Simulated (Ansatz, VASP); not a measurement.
BiP in VASP and in Ansatz

```xyz
2
Lattice="3.8721 0.0000 0.0000 -1.9361 3.3534 0.0000 0.0000 0.0000 3.7248" Properties=species:S:1:pos:R:3 pbc="T T T"
Bi    0.0000    0.0000    0.0000
P     1.9361    1.1178    1.8624
```

Alike in both runs: functional PBEsol; k mesh 10 × 10 × 10; occupations gaussian, width 0.05 eV; no spin polarisation.

Ansatz relaxed the structure, and its values are those at the end. VASP's run is a single point on that final structure, the one shown.

```csv
,VASP,Ansatz
version,VASP 6.6.1,Ansatz 0.2.0
potentials or method,"VASP PAW PBE potentials, release 64 (Bi_d, P), cutoff 520 eV","scalar-relativistic, plane waves, PAW"
valence electrons in the cell,20,20
```

```tsv
	VASP	Ansatz	Ansatz less VASP
gap on the k mesh at the Fermi level (eV)	none	none	-
pressure (GPa)	0.0	0.0	-0.01
```

VASP's potentials were made for PBE, not for PBEsol. A gap of «none» marks a metal or a gap that the smearing closes.

Spin-orbit coupling is off throughout.
